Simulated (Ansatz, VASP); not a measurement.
**TaN: VASP beside Ansatz**

```xyz
6
Lattice="5.1802 0.0000 0.0000 -2.5901 4.4862 0.0000 0.0000 0.0000 2.8939" Properties=species:S:1:pos:R:3 pbc="T T T"
Ta    0.0000    2.9908    1.4469
Ta    2.5901    1.4954    1.4469
Ta    0.0000    0.0000    0.0000
N     2.0376    0.0000    0.0000
N     1.5713    2.7216    0.0000
N    -1.0188    1.7646    0.0000
```

Alike in both runs: functional PBEsol; k mesh 7 × 7 × 11; occupations fermi-dirac, width 0.1 eV; no spin polarisation.

Ansatz relaxed the structure, and its values are those at the end. VASP's run is a single point on that final structure, the one shown.

|  | VASP | Ansatz |
| --- | --- | --- |
| version | VASP 6.6.1 | Ansatz 0.2.0 |
| potentials or method | VASP PAW PBE potentials, release 64 (Ta_pv, N), cutoff 520 eV | PAW plane waves |
| valence electrons in the cell | 48 | 54 |

|  | VASP | Ansatz | Ansatz less VASP |
| --- | --- | --- | --- |
| gap on the k mesh at the Fermi level (eV) | none | none | - |
| pressure (GPa) | 1.0 | 0.0 | -1.00 |

VASP's potentials were made for PBE, not for PBEsol, and Ansatz warns of the same on its side. A gap of «none» marks a metal or a gap that the smearing closes. With one functional, cell and mesh, what is left measures potentials, basis and numerics. VASP's potentials hold 48 valence electrons a cell and Ansatz's 54, so a difference there can come from the potentials and not from the codes.

Neither program's run includes spin-orbit coupling.
